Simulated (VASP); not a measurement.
# Nb3Cr (Fm-3m) in VASP: a series of runs

The runs below take Nb3Cr through single point, with LDA.

Program: VASP 6.6.1. These are calculated values, not measurements. Logs are shortened: lines on timing, memory, paths and dates and some standing lists are left out, and cuts for length are marked.

## (1) The cell of the first run

It takes space group Fm-3m (No. 225, cubic). Conventional cell: a = 6.438 Å, b = 6.438 Å, c = 6.438 Å, α = 90.00°, β = 90.00°, γ = 90.00°. Within 3.7 Å of Nb (site symmetry -43m) lie 10 Nb at 2.79 to 3.22 Å and 4 Cr at 2.79 Å. Within 3.7 Å of Nb (site symmetry m-3m) lie 8 Nb at 2.79 Å and 6 Cr at 3.22 Å. Within 3.7 Å of Cr (site symmetry m-3m) lie 14 Nb at 2.79 to 3.22 Å.

## (2) Single point, LDA, collinear spin, ferromagnetic start

File INCAR:

```
SYSTEM = Nb3Cr
PREC     = Accurate       ! precision mode
ENCUT    = 520            ! plane-wave cutoff, eV
EDIFF    = 1E-6           ! SCF threshold, eV
ISMEAR   = 0              ! smearing method
SIGMA    = 0.1            ! smearing width, eV
LREAL    = .False.        ! projectors in reciprocal space
LASPH    = .True.         ! aspherical terms in the spheres
NELM     = 150            ! most SCF steps
ALGO     = Normal         ! electronic algorithm
ISIF     = 2              ! what is computed and relaxed
LWAVE    = .False.        ! write WAVECAR
LCHARG   = .True.         ! write CHGCAR
ISPIN    = 2              ! spin polarisation
MAGMOM   = 0 0 0 3        ! initial moments
LORBIT   = 11             ! projections on sites
LMAXMIX  = 4              ! l up to which the mixer works
GGA      = CA             ! functional
LELF     = .True.         ! ELF
LVHAR    = .True.       
NBANDS   = 38             ! bands
```

File KPOINTS:

```
Automatic mesh
0
Gamma
  2 2 2
  0 0 0
```

File POSCAR:

```
Nb3Cr
1.0
    0.0000000000      3.2188900000      3.2188900000
    3.2188900000      0.0000000000      3.2188900000
    3.2188900000      3.2188900000      0.0000000000
Nb Cr
3 1
Direct
    0.7500000000      0.7500000000      0.7500000000
    0.2500000000      0.2500000000      0.2500000000
    0.5000000000      0.5000000000      0.5000000000
    0.0000000000      0.0000000000      0.0000000000
```

Potentials or basis: VASP PAW LDA potentials, release 64 (Nb_sv, Cr_pv).

Run with:

```sh
$ cat potpaw_LDA.64/Nb_sv/POTCAR potpaw_LDA.64/Cr_pv/POTCAR > POTCAR
$ mpirun -np 1 vasp_std > vasp.out
```

OUTCAR:

```text
SYSTEM = Nb3Cr
   PREC = Accurate
   ENCUT = 520
   EDIFF = 1E-6
   ISMEAR = 0
   LREAL = .False.
   LASPH = .True.
   NELM = 150
   ISIF = 2
   ISPIN = 2
   LORBIT = 11
   GGA = CA

 ion  position               nearest neighbor table
   1  0.750  0.750  0.750-   3 2.79   3 2.79   3 2.79   3 2.79   4 2.79   4 2.79   4 2.79   4 2.79

   2  0.250  0.250  0.250-   4 2.79   4 2.79   4 2.79   3 2.79   4 2.79   3 2.79   3 2.79   3 2.79

   3  0.500  0.500  0.500-   2 2.79   2 2.79   2 2.79   1 2.79   2 2.79   1 2.79   1 2.79   1 2.79

   4  0.000  0.000  0.000-   1 2.79   1 2.79   1 2.79   1 2.79   2 2.79   2 2.79   2 2.79   2 2.79

  LATTYP: Found a face centered cubic cell.
 ALAT       =     6.4377800000

  Lattice vectors:

 A1 = (   0.0000000000,   3.2188900000,   3.2188900000)
 A2 = (   3.2188900000,   0.0000000000,   3.2188900000)
 A3 = (   3.2188900000,   3.2188900000,   0.0000000000)

Analysis of symmetry for initial positions (statically):
=====================================================================
 Subroutine PRICEL returns:
 Original cell was already a primitive cell.

 Routine SETGRP: Setting up the symmetry group for a
 face centered cubic supercell.

 Subroutine GETGRP returns: Found 48 space group operations
 (whereof 48 operations were pure point group operations)
 out of a pool of 48 trial point group operations.

The static configuration has the point symmetry O_h .

Analysis of symmetry for dynamics (positions and initial velocities):
=====================================================================
 Subroutine PRICEL returns:
 Original cell was already a primitive cell.

 Routine SETGRP: Setting up the symmetry group for a
 face centered cubic supercell.

 Subroutine GETGRP returns: Found 48 space group operations
 (whereof 48 operations were pure point group operations)
 out of a pool of 48 trial point group operations.

The dynamic configuration has the point symmetry O_h .

Analysis of structural, dynamic, and magnetic symmetry:
=====================================================================
 Subroutine PRICEL returns:
 Original cell was already a primitive cell.

 Routine SETGRP: Setting up the symmetry group for a
 face centered cubic supercell.

 Subroutine GETGRP returns: Found 48 space group operations
 (whereof 48 operations were pure point group operations)
 out of a pool of 48 trial point group operations.

The overall configuration has the point symmetry O_h .

 Subroutine INISYM returns: Found 48 space group operations
 (whereof 48 operations are pure point group operations),
 and found     1 'primitive' translations

----------------------------------------------------------------------------------------

                                     Primitive cell

  volume of cell :      66.7035

  direct lattice vectors                    reciprocal lattice vectors
     0.000000000  3.218890000  3.218890000    -0.155333050  0.155333050  0.155333050
     3.218890000  0.000000000  3.218890000     0.155333050 -0.155333050  0.155333050
     3.218890000  3.218890000  0.000000000     0.155333050  0.155333050 -0.155333050

  length of vectors
     4.552197894  4.552197894  4.552197894     0.269044734  0.269044734  0.269044734

  position of ions in fractional coordinates (direct lattice)
     0.750000000  0.750000000  0.750000000
     0.250000000  0.250000000  0.250000000
     0.500000000  0.500000000  0.500000000
     0.000000000  0.000000000  0.000000000

  ion indices of the primitive-cell ions
   primitive index   ion index
                 1           1
                 2           2
                 3           3
                 4           4

----------------------------------------------------------------------------------------

 KPOINTS: Automatic mesh

Automatic generation of k-mesh.
 Grid dimensions read from file:
 generate k-points for:    2    2    2

 Generating k-lattice:

  Cartesian coordinates                     Fractional coordinates (reciprocal lattice)
    -0.077666525  0.077666525  0.077666525     0.500000000  0.000000000  0.000000000
     0.077666525 -0.077666525  0.077666525     0.000000000  0.500000000  0.000000000
     0.077666525  0.077666525 -0.077666525     0.000000000  0.000000000  0.500000000

  Length of vectors
     0.134522367  0.134522367  0.134522367

  Shift w.r.t. Gamma in fractional coordinates (k-lattice)
     0.000000000  0.000000000  0.000000000

 Subroutine IBZKPT returns following result:
 ===========================================

 Found      3 irreducible k-points:

 Following reciprocal coordinates:
            Coordinates               Weight
  0.000000  0.000000  0.000000      1.000000
  0.500000  0.000000  0.000000      4.000000
  0.500000  0.500000  0.000000      3.000000
   k-points           NKPTS =      3   k-points in BZ     NKDIM =      3   number of bands    NBANDS=     38
   number of dos      NEDOS =    301   number of ions     NIONS =      4
[... 54 lines left out ...]

 number of electron      51.0000001 magnetization      -0.0005939

 number of electron      51.0000001 magnetization       0.0000945

 Free energy of the ion-electron system (eV)
  ---------------------------------------------------
  ext. energy  EPLUGINS =         0.00000000
  ---------------------------------------------------
  free energy    TOTEN  =       -45.41698838 eV

  energy without entropy =      -45.40977351  energy(sigma->0) =      -45.41338094

 E-fermi :  10.8751     XC(G=0): -12.8505

 val. band max:       10.7401237784   @ k =   0.0000   0.0000   0.0000
 cond. band min:      11.0303770438   @ k =   0.5000   0.5000   0.0000
 fundamental gap:      0.2902532654
 Fermi energy:        10.8751376416

 spin component 1

 k-point     1 :       0.0000    0.0000    0.0000
  band No.  band energies     occupation
      1     -43.3878      1.00000
      2     -43.1996      1.00000
      3     -42.9043      1.00000
      4     -31.6578      1.00000
      5     -31.6578      1.00000
      6     -31.6578      1.00000
[... 29 lines left out ...]
     36      15.2869      0.00000
     37      16.4797      0.00000

 k-point     2 :       0.5000    0.0000    0.0000
  band No.  band energies     occupation
      1     -43.2794      1.00000
      2     -43.2413      1.00000
      3     -42.9756      1.00000
      4     -31.6585      1.00000
      5     -31.6585      1.00000
      6     -31.6559      1.00000
[... 29 lines left out ...]
     36      14.6757      0.00000
     37      15.5115      0.00000

 k-point     3 :       0.5000    0.5000    0.0000
  band No.  band energies     occupation
      1     -43.2561      1.00000
      2     -43.2267      1.00000
      3     -43.0149      1.00000
      4     -31.6595      1.00000
      5     -31.6595      1.00000
      6     -31.6545      1.00000
[... 29 lines left out ...]
     36      14.9084      0.00000
     37      15.7257      0.00000
 Fermi energy:        10.8751376416

 spin component 2

 k-point     1 :       0.0000    0.0000    0.0000
  band No.  band energies     occupation
      1     -43.3879      1.00000
      2     -43.1997      1.00000
      3     -42.9044      1.00000
      4     -31.6576      1.00000
      5     -31.6576      1.00000
      6     -31.6576      1.00000
[... 29 lines left out ...]
     36      15.2870      0.00000
     37      16.4800      0.00000

 k-point     2 :       0.5000    0.0000    0.0000
  band No.  band energies     occupation
      1     -43.2795      1.00000
      2     -43.2414      1.00000
      3     -42.9756      1.00000
      4     -31.6583      1.00000
      5     -31.6583      1.00000
      6     -31.6557      1.00000
[... 29 lines left out ...]
     36      14.6757      0.00000
     37      15.5115      0.00000

 k-point     3 :       0.5000    0.5000    0.0000
  band No.  band energies     occupation
      1     -43.2562      1.00000
      2     -43.2268      1.00000
      3     -43.0149      1.00000
      4     -31.6593      1.00000
      5     -31.6593      1.00000
      6     -31.6543      1.00000
[... 29 lines left out ...]
     36      14.9084      0.00000
     37      15.7256      0.00000
 [bands above 37 left out]

------------------------ aborting loop because EDIFF is reached ----------------------------------------

  FORCE on cell =-STRESS in cart. coord.  units (eV):
  Direction    XX          YY          ZZ          XY          YZ          ZX
  --------------------------------------------------------------------------------------
  -------------------------------------------------------------------------------------
  Total       -7.8846842     -7.8846842     -7.8846842      0.0000000     -0.0000000      0.0000000
  in kB     -189.3853948   -189.3853948   -189.3853948      0.0000000     -0.0000000      0.0000000
  external PRESSURE =    -189.3853948 kB  Pullay stress =       0.0000000 kB

 VOLUME and BASIS-vectors are now :
 -----------------------------------------------------------------------------
  energy-cutoff  :      520.00
  volume of cell :       66.70
      direct lattice vectors                 reciprocal lattice vectors
     0.000000000  3.218890000  3.218890000    -0.155333050  0.155333050  0.155333050
     3.218890000  0.000000000  3.218890000     0.155333050 -0.155333050  0.155333050
     3.218890000  3.218890000  0.000000000     0.155333050  0.155333050 -0.155333050

 POSITION                                       TOTAL-FORCE (eV/Angst)
 -----------------------------------------------------------------------------------
      4.82834      4.82834      4.82834         0.000000      0.000000      0.000000
      1.60945      1.60945      1.60945         0.000000      0.000000     -0.000000
      3.21889      3.21889      3.21889        -0.000000     -0.000000     -0.000000
      0.00000      0.00000      0.00000        -0.000000     -0.000000     -0.000000
 -----------------------------------------------------------------------------------
    total drift:                                0.000000      0.000000      0.000000

  FREE ENERGIE OF THE ION-ELECTRON SYSTEM (eV)
  ---------------------------------------------------
  free  energy   TOTEN  =       -45.4169883782 eV

  energy  without entropy=      -45.4097735093  energy(sigma->0) =      -45.41338094

 total charge

# of ion       s       p       d       tot
------------------------------------------
    1        2.233   5.988   2.524  10.746
    2        2.233   5.988   2.524  10.746
    3        2.242   5.974   2.649  10.866
    4        0.388   6.223   4.177  10.787
--------------------------------------------------
tot          7.096  24.173  11.874  43.144

 magnetization (x)

# of ion       s       p       d       tot
------------------------------------------
    1        0.000  -0.000  -0.000  -0.000
    2        0.000  -0.000  -0.000  -0.000
    3       -0.000   0.000   0.000  -0.000
    4       -0.000   0.000   0.000   0.000
--------------------------------------------------
tot         -0.000  -0.000   0.000   0.000
```

Run time: 36 s. Hardware: 1 thread of AMD EPYC 7R13 (Zen 3), shared host; peak memory 0.15 GiB.

What came out:

- Free energy: -45.4170 eV
- Pressure: -18.9 GPa
- Net moment: 0.00 μB per cell
- Valence electrons inside the program's atomic spheres: Nb 10.75, 10.87; Cr 10.79

Levels at points of the mesh, in eV from the Fermi level:
Spin up:
```
           k point  band 24  band 25  band 26  band 27  band 28  band 29  band 30  band 31
(0.00, 0.00, 0.00)    -1.21    -0.14    -0.14    -0.14     1.29     1.29     3.68     3.68
(0.50, 0.00, 0.00)    -1.46    -1.46    -1.34    -1.34     1.65     1.65     2.31     2.31
(0.50, 0.50, 0.00)     0.16     0.16     0.56     0.56     0.86     1.49     2.06     2.06
```
Spin down:
| k point | band 23 | band 24 | band 25 | band 26 | band 27 | band 28 | band 29 | band 30 | band 31 | band 32 |
| --- | --- | --- | --- | --- | --- | --- | --- | --- | --- | --- |
| (0.00, 0.00, 0.00) | -1.21 | -1.21 | -0.14 | -0.14 | -0.14 | 1.29 | 1.29 | 3.68 | 3.68 | 4.17 |
| (0.50, 0.00, 0.00) | -1.50 | -1.46 | -1.46 | -1.34 | -1.34 | 1.65 | 1.65 | 2.31 | 2.31 | 2.92 |
| (0.50, 0.50, 0.00) | -1.33 | 0.16 | 0.16 | 0.56 | 0.56 | 0.86 | 1.49 | 2.06 | 2.06 | 2.24 |

Caveat: the k points lie up to 0.85 Å⁻¹ apart; the starting moments collapsed, and a magnetic state may lie lower.

## (3) Single point, LDA, collinear spin, ferromagnetic start

File INCAR:

```
  PREC = Accurate
  ENCUT = 520
  EDIFF = 1E-6
  ISMEAR = 0
  SIGMA = 0.1
  LREAL = F
  LASPH = T
  NELM = 150
  ALGO = Normal
  ISIF = 2
  LWAVE = F
  LCHARG = F
  ISPIN = 2
  MAGMOM = 0 0 0 3
  LORBIT = 11
  LMAXMIX = 4
  NBANDS = 38
```

File KPOINTS:

```
regular mesh
0
Gamma
  3 3 3
```

POSCAR is that of step 2.

Potentials or basis: VASP PAW LDA potentials, release 64 (Nb_sv, Cr_pv).

Run with:

```sh
$ cat potpaw_LDA.64/Nb_sv/POTCAR potpaw_LDA.64/Cr_pv/POTCAR > POTCAR
$ mpirun -np 1 vasp_std > vasp.out
```

Wall time 49 s (1 thread of AMD EPYC 7R13 (Zen 3), shared host); peak memory 0.16 GiB.

Results (log left out):

```yaml
Free_energy: -43.8888 eV
Pressure: -13.5 GPa
Net_moment: 0.00 μB per cell
Valence_electrons_inside_the_program's_atomic_spheres: Nb 10.74, 10.86; Cr 10.80
```

Levels at points of the mesh, in eV from the Fermi level:
Spin up:
| k point | band 24 | band 25 | band 26 | band 27 | band 28 | band 29 |
| --- | --- | --- | --- | --- | --- | --- |
| (0.00, 0.00, 0.00) | -1.08 | -0.02 | -0.02 | -0.02 | 1.48 | 1.48 |
Spin down:
| k point | band 22 | band 23 | band 24 | band 25 | band 26 | band 27 | band 28 | band 29 | band 30 | band 31 |
| --- | --- | --- | --- | --- | --- | --- | --- | --- | --- | --- |
| (0.00, 0.00, 0.00) | -1.08 | -1.08 | -1.08 | -0.02 | -0.02 | -0.02 | 1.48 | 1.48 | 3.71 | 3.71 |

Caveat: the k points lie up to 0.56 Å⁻¹ apart; the starting moments collapsed, and a magnetic state may lie lower.

## (4) Single point, LDA, collinear spin, ferromagnetic start

INCAR: that of step 3 with these lines changed.

```diff
@@ -2,3 +2,3 @@
   ENCUT = 520
-  EDIFF = 1E-6
+  EDIFF = 1E-7
   ISMEAR = 0
```

File KPOINTS:

```
Automatic mesh
0
Gamma
  4 4 4
```

POSCAR is that of step 3.

Run with:

```sh
$ cat potpaw_LDA.64/Nb_sv/POTCAR potpaw_LDA.64/Cr_pv/POTCAR > POTCAR
$ mpirun -np 1 vasp_std > vasp.out
```

It took 94 s on 1 thread of AMD EPYC 7R13 (Zen 3), shared host; peak memory 0.17 GiB.

Results (log left out):

```yaml
Free_energy: -43.7803 eV
Pressure: -13.0 GPa
Net_moment: 0.48 μB per cell
Site_moments: Nb +0.01, +0.03; Cr +0.35 μB
Valence_electrons_inside_the_program's_atomic_spheres: Nb 10.73, 10.85; Cr 10.79
```

Levels at points of the mesh, in eV from the Fermi level:
Spin up:
| k point | band 24 | band 25 | band 26 | band 27 | band 28 | band 29 |
| --- | --- | --- | --- | --- | --- | --- |
| (0.00, 0.00, 0.00) | -1.03 | 0.04 | 0.04 | 0.04 | 1.47 | 1.47 |
| (0.50, 0.00, 0.00) | -1.30 | -1.29 | -1.14 | -1.14 | 1.84 | 1.84 |
| (0.50, 0.50, 0.00) | 0.33 | 0.33 | 0.77 | 0.77 | 1.04 | 1.66 |
Spin down:
```
           k point  band 21  band 22  band 23  band 24  band 25  band 26  band 27  band 28  band 29  band 30
(0.00, 0.00, 0.00)    -1.54    -0.90    -0.90    -0.90     0.14     0.14     0.14     1.70     1.70     3.84
(0.50, 0.00, 0.00)    -1.35    -1.35    -1.28    -1.28    -1.13    -0.98    -0.98     1.99     1.99     2.62
(0.50, 0.50, 0.00)    -1.65    -1.16    -1.00     0.50     0.50     0.80     0.80     1.27     1.87     2.29
```

Caveat: the k points lie up to 0.42 Å⁻¹ apart.

## (5) Single point, LDA, collinear spin, ferromagnetic start

File INCAR:

```
SYSTEM = Nb3Cr
ALGO     = Normal         ! electronic algorithm
EDIFF    = 1E-7           ! SCF threshold, eV
ENCUT    = 520            ! plane-wave cutoff, eV
ISIF     = 2              ! what is computed and relaxed
ISMEAR   = 0              ! smearing method
ISPIN    = 2              ! spin polarisation
LASPH    = .TRUE.         ! aspherical terms in the spheres
LCHARG   = .FALSE.        ! write CHGCAR
LMAXMIX  = 4              ! l up to which the mixer works
LORBIT   = 11             ! projections on sites
LREAL    = .FALSE.        ! projectors in reciprocal space
LWAVE    = .FALSE.        ! write WAVECAR
MAGMOM   = 0 0 0 3        ! initial moments
NBANDS   = 38             ! bands
NELM     = 150            ! most SCF steps
PREC     = Accurate       ! precision mode
SIGMA    = 0.1            ! smearing width, eV
```

File KPOINTS:

```
k-points
0
G
  5 5 5
  0 0 0
```

POSCAR is that of step 4.

Run with:

```sh
$ cat potpaw_LDA.64/Nb_sv/POTCAR potpaw_LDA.64/Cr_pv/POTCAR > POTCAR
$ mpirun -np 1 vasp_std > vasp.out
```

Wall time 94 s (1 thread of AMD EPYC 7R13 (Zen 3), shared host); peak memory 0.17 GiB.

Results (log left out):

| Property | Result |
| --- | --- |
| Free energy | -43.7650 eV |
| Pressure | -13.3 GPa |
| Net moment | 0.03 μB per cell |
| Valence electrons inside the program's atomic spheres | Nb 10.73, 10.85; Cr 10.80 |

Levels at points of the mesh, in eV from the Fermi level:
Spin up:
| k point | band 22 | band 23 | band 24 | band 25 | band 26 | band 27 | band 28 | band 29 |
| --- | --- | --- | --- | --- | --- | --- | --- | --- |
| (0.00, 0.00, 0.00) | -0.95 | -0.95 | -0.95 | 0.09 | 0.09 | 0.09 | 1.60 | 1.60 |
Spin down:
```
           k point  band 22  band 23  band 24  band 25  band 26  band 27  band 28  band 29
(0.00, 0.00, 0.00)    -0.95    -0.95    -0.95     0.10     0.10     0.10     1.62     1.62
```

Caveat: the starting moments collapsed, and a magnetic state may lie lower.
